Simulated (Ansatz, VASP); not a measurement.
## Two plane-wave programs on CdS

```
CELL_PARAMETERS angstrom
4.26117 0.00000 0.00000
-2.13058 3.69028 0.00000
0.00000 0.00000 5.80417
ATOMIC_POSITIONS crystal
Cd 0.00000 0.00000 0.44269
S 0.66667 0.33333 0.43431
```

Alike in both runs: task single point; functional LDA; k mesh 6 × 6 × 4; occupations gaussian, width 0.1 eV; no spin polarisation.

```csv
,VASP,Ansatz
version,VASP 6.6.1,Ansatz 0.2.0
potentials or method,"VASP PAW LDA potentials, release 64 (Cd_sv_GW, S), cutoff 630 eV","scalar-relativistic, plane waves, PAW"
valence electrons in the cell,26,26
```

```tsv
	VASP	Ansatz	Ansatz less VASP
gap on the k mesh at the Fermi level (eV)	1.27	1.24	-0.029
least direct gap on the mesh (eV)	1.28	1.26	-0.018
pressure (GPa)	-2.5	-2.5	+0.02
traceless stress, the component that is largest in VASP (GPa)	2.34	2.40	+0.059
rms of the force components (eV/Å)	0.015	0.015	+0.0003
```

LDA's correlation is that of Perdew and Zunger in VASP and of Perdew and Wang (1992) in Ansatz. Atom by atom the forces differ by 0.000 eV/Å (rms over components).
